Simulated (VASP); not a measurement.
# Ir (Fm-3m) in VASP: a series of runs

The runs below take Ir through single point, with PBE.

Everything below comes from runs of VASP 6.6.1. Logs are shortened: lines on timing, memory, paths and dates and some standing lists are left out, and cuts for length are marked.

### Step 1. The cell of the first run

The structure is cubic, space group Fm-3m (No. 225). The conventional cell has a = 3.870 Å, b = 3.870 Å, c = 3.870 Å, α = 90.00°, β = 90.00°, γ = 90.00°. Within 3.6 Å of Ir (site symmetry m-3m) lie 12 Ir at 2.74 Å.

### Step 2. Single point, PBE

INCAR reads:

```
SYSTEM = Ir
ALGO = Normal
EDIFF = 1E-6
ENCUT = 520
GGA = PE
ISIF = 2
ISMEAR = 0
LASPH = .TRUE.
LCHARG = .FALSE.
LREAL = .FALSE.
LWAVE = .FALSE.
NBANDS = 10
NELM = 100
PREC = Accurate
SIGMA = 0.15
```

KPOINTS reads:

```
k-points
0
G
  22 22 22
  0 0 0
```

POSCAR reads:

```
Ir
1.0
    0.0000000000      1.9351816027      1.9351816027
    1.9351816027      0.0000000000      1.9351816027
    1.9351816027      1.9351816027      0.0000000000
Ir
1
Direct
    0.0000000000      0.0000000000      0.0000000000
```

Potentials or basis: VASP PAW PBE potentials, release 64 (Ir).

Command:

```bash
> cat potpaw_PBE.64/Ir/POTCAR > POTCAR
> mpirun -np 1 vasp_std > vasp.out
```

OUTCAR:

```text
SYSTEM = Ir
   EDIFF = 1E-6
   ENCUT = 520
   GGA = PE
   ISIF = 2
   ISMEAR = 0
   LASPH = .TRUE.
   LREAL = .FALSE.
   NELM = 100
   PREC = Accurate

 ion  position               nearest neighbor table
   1  0.000  0.000  0.000-

  LATTYP: Found a face centered cubic cell.
 ALAT       =     3.8703632054

  Lattice vectors:

 A1 = (   0.0000000000,   1.9351816027,   1.9351816027)
 A2 = (   1.9351816027,   0.0000000000,   1.9351816027)
 A3 = (   1.9351816027,   1.9351816027,   0.0000000000)

Analysis of symmetry for initial positions (statically):
=====================================================================
 Subroutine PRICEL returns:
 Original cell was already a primitive cell.

 Routine SETGRP: Setting up the symmetry group for a
 face centered cubic supercell.

 Subroutine GETGRP returns: Found 48 space group operations
 (whereof 48 operations were pure point group operations)
 out of a pool of 48 trial point group operations.

The static configuration has the point symmetry O_h .

Analysis of symmetry for dynamics (positions and initial velocities):
=====================================================================
 Subroutine PRICEL returns:
 Original cell was already a primitive cell.

 Routine SETGRP: Setting up the symmetry group for a
 face centered cubic supercell.

 Subroutine GETGRP returns: Found 48 space group operations
 (whereof 48 operations were pure point group operations)
 out of a pool of 48 trial point group operations.

The dynamic configuration has the point symmetry O_h .

 Subroutine INISYM returns: Found 48 space group operations
 (whereof 48 operations are pure point group operations),
 and found     1 'primitive' translations

----------------------------------------------------------------------------------------

                                     Primitive cell

  volume of cell :      14.4942

  direct lattice vectors                    reciprocal lattice vectors
     0.000000000  1.935181603  1.935181603    -0.258373684  0.258373684  0.258373684
     1.935181603  0.000000000  1.935181603     0.258373684 -0.258373684  0.258373684
     1.935181603  1.935181603  0.000000000     0.258373684  0.258373684 -0.258373684

  length of vectors
     2.736760068  2.736760068  2.736760068     0.447516348  0.447516348  0.447516348

  position of ions in fractional coordinates (direct lattice)
     0.000000000  0.000000000  0.000000000

  ion indices of the primitive-cell ions
   primitive index   ion index
                 1           1

----------------------------------------------------------------------------------------

 KPOINTS: k-points

Automatic generation of k-mesh.
 Grid dimensions read from file:
 generate k-points for:   22   22   22

 Generating k-lattice:

  Cartesian coordinates                     Fractional coordinates (reciprocal lattice)
    -0.011744258  0.011744258  0.011744258     0.045454545  0.000000000  0.000000000
     0.011744258 -0.011744258  0.011744258     0.000000000  0.045454545  0.000000000
     0.011744258  0.011744258 -0.011744258     0.000000000  0.000000000  0.045454545

  Length of vectors
     0.020341652  0.020341652  0.020341652

  Shift w.r.t. Gamma in fractional coordinates (k-lattice)
     0.000000000  0.000000000  0.000000000

 Subroutine IBZKPT returns following result:
 ===========================================

 Found    328 irreducible k-points:

 Following reciprocal coordinates:
            Coordinates               Weight
  0.000000  0.000000  0.000000      1.000000
  0.045455  0.000000  0.000000      8.000000
  0.090909  0.000000  0.000000      8.000000
  0.136364  0.000000  0.000000      8.000000
  0.181818  0.000000  0.000000      8.000000
  0.227273  0.000000  0.000000      8.000000
[... 16 lines left out ...]
  0.500000  0.045455  0.000000     24.000000
 -0.454545  0.045455  0.000000     24.000000
 [... further k-points ...]
   k-points           NKPTS =    328   k-points in BZ     NKDIM =    328   number of bands    NBANDS=     10
   number of dos      NEDOS =    301   number of ions     NIONS =      1
   total plane-waves  NPLWV =   8000
   dimension x,y,z NGX =    20 NGY =   20 NGZ =   20
   dimension x,y,z NGXF=    40 NGYF=   40 NGZF=   40
   ions per type =               1
   NGX,Y,Z   is equivalent  to a cutoff of  12.15, 12.15, 12.15 a.u.
   NGXF,Y,Z  is equivalent  to a cutoff of  24.30, 24.30, 24.30 a.u.
 SYSTEM =  Ir
   PREC   = accura    normal or accurate (medium, high low for compatibility)
   ISTART =      0    job   : 0-new  1-cont  2-samecut
   ICHARG =      2    charge: 1-file 2-atom 10-const
   ISPIN  =      1    spin polarized calculation?
   LNONCOLLINEAR =      F non collinear calculations
   LSORBIT =      F    spin-orbit coupling
   LASPH  =      T    aspherical Exc in radial PAW
   ENCUT  =  520.0 eV  38.22 Ry    6.18 a.u.   5.09  5.09  5.09*2*pi/ulx,y,z
   NELM   =    100;   NELMIN=  2; NELMDL= -5     # of ELM steps
   EDIFF  = 0.1E-05   stopping-criterion for ELM
   LREAL  =      F    real-space projection
   EDIFFG = 0.1E-04   stopping-criterion for IOM
   NSW    =      0    number of steps for IOM
   IBRION =     -1    ionic relax: 0-MD 1-quasi-New 2-CG
   NFREE  =      0    steps in history (QN), initial steepest desc. (CG)
   ISIF   =      2    stress and relaxation
   ISYM   =      2    0-nonsym 1-usesym 2-fastsym
   POTIM  = 0.5000    time-step for ionic-motion
   TEBEG  =    0.0;   TEEND  =   0.0 temperature during run
   PSTRESS=    0.0 pullay stress
   NELECT =       9.0000    total number of electrons
   NUPDOWN=      -1.0000    fix difference up-down
   EMIN   =  10.00;   EMAX   =-10.00  energy-range for DOS
   EFERMI =   0.00;   METHOD = LEGACY
   ISMEAR =     0;   SIGMA  =   0.15  broadening in eV -4-tet -1-fermi 0-gaus
   EFERMI_NEDOS =   21; number of points for ismear=-14 and -15
   IALGO  =     38    algorithm
   IMIX   =      4    mixing-type and parameters
     AMIX     =   0.40;   BMIX     =  1.00
     AMIX_MAG =   1.60;   BMIX_MAG =  1.00
  volume/ion in A,a.u.               =      14.49        97.81
  Fermi-wavevector in a.u.,A,eV,Ry     =   1.396660  2.639304 26.540319  1.950658
  Thomas-Fermi vector in A             =   2.519992
   LORBIT       =      0    0 simple, 1 ext, 2 COOP (PROOUT), +10 PAW based schemes
   GGA     = PE    functional components
   LHFCALC =     F    Hartree Fock is set to
   AEXX    =    0.0000 exact exchange contribution
   IVDW    =     0    specifies the selected vdW correction
   LEPSILON=     F    determine dielectric tensor
   LRPA    =     F    only Hartree local field effects (RPA)
 non-spin polarized calculation
 Gauss-broadening in eV      SIGMA  =   0.15
  energy-cutoff  :      520.00
  volume of cell :       14.49
 maximum number of plane-waves:       398
   NGX = 11   NGY = 11   NGZ = 11

 number of electron       9.0000000 magnetization

 Free energy of the ion-electron system (eV)
  ---------------------------------------------------
  ext. energy  EPLUGINS =         0.00000000
  ---------------------------------------------------
  free energy    TOTEN  =        -8.85246031 eV

  energy without entropy =       -8.83961586  energy(sigma->0) =       -8.84603808

 E-fermi :   9.9616     XC(G=0): -13.8442

 val. band max:        9.9507914452   @ k =  -0.1818   0.1364   0.0455
 cond. band min:       9.9684850756   @ k =   0.4545   0.3636   0.0000
 fundamental gap:      0.0176936304
 Fermi energy:         9.9615844438

 k-point     1 :       0.0000    0.0000    0.0000
  band No.  band energies     occupation
      1      -0.8696      2.00000
      2       6.2457      2.00000
      3       6.2457      2.00000
      4       6.2457      2.00000
      5       8.8318      2.00000
      6       8.8318      2.00000
      7      24.3618      0.00000
      8      29.8035      0.00000
      9      29.8035      0.00000
     10      29.8035      0.00000

 k-point     2 :       0.0455    0.0000    0.0000
  band No.  band energies     occupation
      1      -0.7796      2.00000
      2       6.1977      2.00000
      3       6.2849      2.00000
      4       6.2849      2.00000
      5       8.8065      2.00000
      6       8.8065      2.00000
      7      24.5165      0.00000
      8      29.2842      0.00000
      9      29.9499      0.00000
     10      29.9499      0.00000

 k-point     3 :       0.0909    0.0000    0.0000
  band No.  band energies     occupation
      1      -0.5155      2.00000
      2       6.0674      2.00000
      3       6.3929      2.00000
      4       6.3929      2.00000
      5       8.7441      2.00000
      6       8.7441      2.00000
      7      24.9550      0.00000
      8      28.1696      0.00000
      9      30.3796      0.00000
     10      30.3796      0.00000

 k-point     4 :       0.1364    0.0000    0.0000
  band No.  band energies     occupation
      1      -0.0964      2.00000
      2       5.8944      2.00000
      3       6.5377      2.00000
      4       6.5377      2.00000
      5       8.6866      2.00000
      6       8.6866      2.00000
      7      25.5888      0.00000
      8      26.9137      0.00000
      9      31.0651      0.00000
     10      31.0651      0.00000
[... 222 lines left out ...]
 k-point    22 :       0.4545    0.0455    0.0000
  band No.  band energies     occupation
      1       2.2219      2.00000
      2       6.1149      2.00000
      3       6.2697      2.00000
      4       8.3753      2.00000
      5      10.7831      0.00000
      6      10.9149      0.00000
      7      17.7704      0.00000
      8      24.2436      0.00000
      9      29.6165      0.00000
     10      30.0164      0.00000

 k-point    23 :       0.5000    0.0455    0.0000
  band No.  band energies     occupation
      1       2.2194      2.00000
      2       6.0769      2.00000
      3       6.2169      2.00000
      4       8.8535      2.00000
      5      10.8494      0.00000
      6      11.2610      0.00000
      7      17.0252      0.00000
      8      24.0605      0.00000
      9      29.4536      0.00000
     10      29.4703      0.00000

 k-point    24 :      -0.4545    0.0455    0.0000
  band No.  band energies     occupation
      1       2.2210      2.00000
      2       6.0955      2.00000
      3       6.2164      2.00000
      4       8.7709      2.00000
      5      10.7177      0.00000
      6      11.2816      0.00000
      7      17.1890      0.00000
      8      24.0975      0.00000
      9      29.3106      0.00000
     10      29.7642      0.00000

 [... further k-points ...]
[... 5 lines left out ...]
  --------------------------------------------------------------------------------------
  -------------------------------------------------------------------------------------
  Total        0.0636360      0.0636360      0.0636360      0.0000000      0.0000000      0.0000000
  in kB        7.0342611      7.0342611      7.0342611      0.0000000      0.0000000      0.0000000
  external PRESSURE =       7.0342611 kB  Pullay stress =       0.0000000 kB

 VOLUME and BASIS-vectors are now :
 -----------------------------------------------------------------------------
  energy-cutoff  :      520.00
  volume of cell :       14.49
      direct lattice vectors                 reciprocal lattice vectors
     0.000000000  1.935181603  1.935181603    -0.258373684  0.258373684  0.258373684
     1.935181603  0.000000000  1.935181603     0.258373684 -0.258373684  0.258373684
     1.935181603  1.935181603  0.000000000     0.258373684  0.258373684 -0.258373684

 POSITION                                       TOTAL-FORCE (eV/Angst)
 -----------------------------------------------------------------------------------
      0.00000      0.00000      0.00000         0.000000      0.000000      0.000000
 -----------------------------------------------------------------------------------
    total drift:                                0.000000      0.000000      0.000000

  FREE ENERGIE OF THE ION-ELECTRON SYSTEM (eV)
  ---------------------------------------------------
  free  energy   TOTEN  =        -8.8524603117 eV

  energy  without entropy=       -8.8396158560  energy(sigma->0) =       -8.84603808
```

Run time: 14 s. Hardware: 1 thread of Intel Xeon 6975P-C (Granite Rapids), shared host; peak memory 0.16 GiB.

What came out:

```yaml
Free_energy: -8.8525 eV
Pressure: 0.7 GPa
```

Levels at points of the mesh, in eV from the Fermi level:
| k point | band 1 | band 2 | band 3 | band 4 | band 5 | band 6 | band 7 | band 8 |
| --- | --- | --- | --- | --- | --- | --- | --- | --- |
| (0.00, 0.00, 0.00) | -10.83 | -3.72 | -3.72 | -3.72 | -1.13 | -1.13 | 14.40 | 19.84 |
| (0.50, 0.00, 0.00) | -7.82 | -3.81 | -3.81 | -0.67 | 0.88 | 0.88 | 7.05 | 13.94 |
| (0.50, 0.50, 0.00) | -7.61 | -7.05 | 0.85 | 1.44 | 1.44 | 1.73 | 10.21 | 11.62 |

Caveat: spin-orbit coupling is left out, which moves the levels of the heavy elements.

### Step 3. Single point, PBE (volume 14.726 Å^3 an atom, c/a of the conventional cell 1.0000)

INCAR reads:

```
SYSTEM = Ir
PREC = Accurate
ENCUT = 520
EDIFF = 1E-7
ISMEAR = 0
SIGMA = 0.15
LREAL = .False.
LASPH = .True.
NELM = 100
ALGO = Fast
ISIF = 2
LWAVE = .False.
LCHARG = .False.
GGA = PE
NBANDS = 10
```

KPOINTS reads:

```
regular mesh
0
Gamma
  22 22 22
  0 0 0
```

POSCAR reads:

```
Ir
1.0
    0.0000000000      1.9454419070      1.9454419070
    1.9454419070      0.0000000000      1.9454419070
    1.9454419070      1.9454419070      0.0000000000
Ir
1
Direct
    0.0000000000      0.0000000000      0.0000000000
```

Potentials or basis: VASP PAW PBE potentials, release 64 (Ir).

Command:

```bash
> cat potpaw_PBE.64/Ir/POTCAR > POTCAR
> mpirun -np 1 vasp_std > vasp.out
```

Wall time 22 s (1 thread of Intel Xeon 6975P-C (Granite Rapids), shared host); peak memory 0.16 GiB.

It converged, with:

```
Free energy : -8.8496 eV
Pressure    : -4.7 GPa
```

Levels at points of the mesh, in eV from the Fermi level:
| k point | band 1 | band 2 | band 3 | band 4 | band 5 | band 6 | band 7 | band 8 |
| --- | --- | --- | --- | --- | --- | --- | --- | --- |
| (0.00, 0.00, 0.00) | -10.66 | -3.63 | -3.63 | -3.63 | -1.10 | -1.10 | 14.43 | 19.78 |
| (0.50, 0.00, 0.00) | -7.66 | -3.72 | -3.72 | -0.63 | 0.86 | 0.86 | 6.89 | 13.96 |
| (0.50, 0.50, 0.00) | -7.43 | -6.88 | 0.82 | 1.39 | 1.39 | 1.74 | 10.00 | 11.55 |

Caveat: spin-orbit coupling is left out, which moves the levels of the heavy elements.
